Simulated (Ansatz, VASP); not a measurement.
**InBi3O: VASP beside Ansatz**

```xyz
10
Lattice="3.9502 0.0000 0.0000 0.0000 3.9502 0.0000 0.0000 0.0000 16.1764" Properties=species:S:1:pos:R:3 pbc="T T T"
In    1.9751    0.0000   15.1406
In    0.0000    1.9751    1.0357
Bi    1.9751    0.0000   11.0359
Bi    0.0000    1.9751    9.1255
Bi    0.0000    1.9751   12.9374
Bi    0.0000    1.9751    5.1404
Bi    1.9751    0.0000    7.0509
Bi    1.9751    0.0000    3.2390
O     1.9751    1.9751    0.0000
O     0.0000    0.0000    0.0000
```

Alike in both runs: functional PBE; k mesh 4 × 4 × 2; occupations gaussian, width 0.2 eV; no spin polarisation.

Ansatz relaxed the structure, and its values are those at the end. VASP's run is a single point on that final structure, the one shown.

|  | VASP | Ansatz |
| --- | --- | --- |
| version | VASP 6.6.1 | Ansatz 0.2.0 |
| potentials or method | VASP PAW PBE potentials, release 64 (In_d, Bi_d, O), cutoff 520 eV | scalar-relativistic, plane waves, PAW |
| valence electrons in the cell | 128 | 128 |

Ansatz gave:

```
gap on the k mesh at the Fermi level (eV) : none
pressure (GPa)                            : 0.2
rms of the force components (eV/Å)        : 0.005
```

Question: Which values does VASP return?

Answer: gap on the k mesh at the Fermi level (eV): none; pressure (GPa): 0.2; rms of the force components (eV/Å): 0.012.

A gap of «none» marks a metal or a gap that the smearing closes.

The k mesh is coarse, so the values compare programs but aren't converged. Spin-orbit coupling is off throughout.
